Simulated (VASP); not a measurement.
Li7Sb: single point with PBE

Li7Sb:

```
CELL_PARAMETERS angstrom
4.52113 0.00000 0.00000
0.00000 4.70210 3.43781
0.00000 -4.70210 3.43781
ATOMIC_POSITIONS crystal
Li 0.50000 0.04185 0.54145
Li 0.50000 0.54145 0.04185
Li 0.50000 0.54222 0.54222
Li 0.00000 0.25385 0.82916
Li 0.00000 0.30983 0.30983
Li 0.00000 0.77329 0.77329
Li 0.00000 0.82916 0.25385
Sb 0.50000 0.04130 0.04130
```

| Quantity | Value |
| --- | --- |
| Program | VASP 6.6.1 |
| Task | single point |
| Functional | PBE |
| Potentials or basis | VASP PAW PBE potentials, release 64 (Li_sv, Sb) |
| Cutoff | 520 eV |
| k mesh | 8 × 8 × 8 |
| Occupations | fermi-dirac, width 0.15 eV |
| Spin | no spin polarisation |

```yaml
Band_gap_on_the_k_mesh: zero (bands 13 and 14 overlap by 1.43 eV)
```

Levels at points of the mesh, in eV from the Fermi level:
```tsv
k point	band 11	band 12	band 13	band 14	band 15	band 16
(0.00, 0.00, 0.00)	-2.23	-1.63	-0.33	-0.16	1.64	3.00
(0.50, 0.00, 0.00)	-2.36	-0.96	-0.34	0.09	1.09	1.88
(0.00, 0.50, 0.00)	-1.38	-1.31	0.09	1.21	1.56	2.12
(0.50, 0.50, 0.00)	-2.28	-1.57	-0.06	0.22	1.00	2.00
(0.00, 0.50, 0.50)	-1.87	-1.16	0.99	1.95	2.16	2.19
(0.50, 0.50, 0.50)	-2.54	-1.26	-0.64	-0.39	-0.32	2.76
```

Run time: 5 min on 1 thread of Intel(R) Xeon(R) 6975P-C (Granite Rapids), with other jobs on the host, peak memory 0.46 GiB.

Caveat: spin-orbit coupling is left out, which moves the levels of the heavy elements.
